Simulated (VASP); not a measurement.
A run of VASP 6.6.1:

INCAR

```
SYSTEM = Ni
ALGO = Normal
EDIFF = 1E-6
ENCUT = 520
GGA = PE
ISIF = 2
ISMEAR = -1
LASPH = .True.
LCHARG = .False.
LREAL = .False.
LWAVE = .False.
NBANDS = 17
NELM = 80
PREC = Accurate
SIGMA = 0.1
```

File KPOINTS:

```
k-points
0
Gamma
  12 12 12
  0 0 0
```

File POSCAR:

```
Ni
1.0
    0.0000000000      2.5140443697      2.5140443697
    2.5140443697      0.0000000000      2.5140443697
    2.5140443697      2.5140443697      0.0000000000
Ni
2
Direct
    0.1250000000      0.1250000000      0.1250000000
    0.8750000000      0.8750000000      0.8750000000
```

Potentials or basis: VASP PAW PBE potentials, release 64 (Ni).

Command:

```bash
$ cat potpaw_PBE.64/Ni/POTCAR > POTCAR
$ mpirun -np 1 vasp_std > vasp.out
```

Hardware: 1 thread of Intel(R) Xeon(R) Platinum 8259CL CPU @ 2.50GHz (Skylake/Cascade Lake), with other jobs on the host.

Task: Estimate the wall time of this run.

Result: It took 30 s on 1 thread of Intel(R) Xeon(R) Platinum 8259CL CPU @ 2.50GHz (Skylake/Cascade Lake), with other jobs on the host, peak memory 0.17 GiB. Counts: scf iterations 12, k points 72.
